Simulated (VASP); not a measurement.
Wanted: the native input for a VASP 6.6.1 run.

```
Task                   : relaxation of cell and atoms
Functional             : PBE
Potentials or basis    : VASP PAW PBE potentials, release 64 (Cd)
Cutoff                 : 600 eV
k mesh                 : 18 × 18 × 18
Occupations            : fermi-dirac, width 0.05 eV
Spin                   : no spin polarisation
Target pressure        : 84 GPa
Dipole correction      : no
Further INCAR settings : ALGO = Normal; EDIFF = 1e-06; IBRION = 2; EDIFFG = -0.005; NSW = 60; ISIF = 3
```

The structure of Cd lies in POSCAR:

```
Cd
1.0
   -1.5176224494      1.5176224494      1.5176224494
    1.5176224494     -1.5176224494      1.5176224494
    1.5176224494      1.5176224494     -1.5176224494
Cd
1
Direct
    0.0000000000      0.0000000000      0.0000000000
```

The input as run:

INCAR

```
SYSTEM = Cd
PREC = Accurate
ENCUT = 600
EDIFF = 1E-6
ISMEAR = -1
SIGMA = 0.05
LREAL = .FALSE.
LASPH = .TRUE.
NELM = 60
ALGO = Normal
ISIF = 3
LWAVE = .FALSE.
LCHARG = .FALSE.
GGA = PE
IBRION = 2
NSW = 60
EDIFFG = -0.005
PSTRESS = 840.0
```

KPOINTS

```
Automatic mesh
0
G
  18 18 18
  0 0 0
```

Potentials or basis: VASP PAW PBE potentials, release 64 (Cd).

Command:

```console
$ cat potpaw_PBE.64/Cd/POTCAR > POTCAR
$ mpirun -np 1 vasp_std > vasp.out
```

Results of the run:

```
Relaxed volume                                         : 14.12 Å³/atom
Relaxed cell                                           : a = 2.637 Å, b = 2.637 Å, c = 2.637 Å, α = 109.47°, β = 109.47°, γ = 109.47°
Space group after relaxing (to 0.05 Å)                 : Im-3m (No. 229)
Energy change on relaxing (the enthalpy is what falls) : -75.1 meV/atom
Ionic steps                                            : 3
Pressure after relaxing                                : 84.0 GPa
Band gap on the k mesh                                 : zero (band 6 reaches 10.95 eV, above the bottom of band 7 at 7.43 eV)
```

Caveat: the cell is relaxed towards a set pressure, so the enthalpy falls and the energy may rise.

It took 40 s on 1 thread of AMD EPYC 9R14 (Zen 4), on a shared host, peak memory 0.15 GiB.
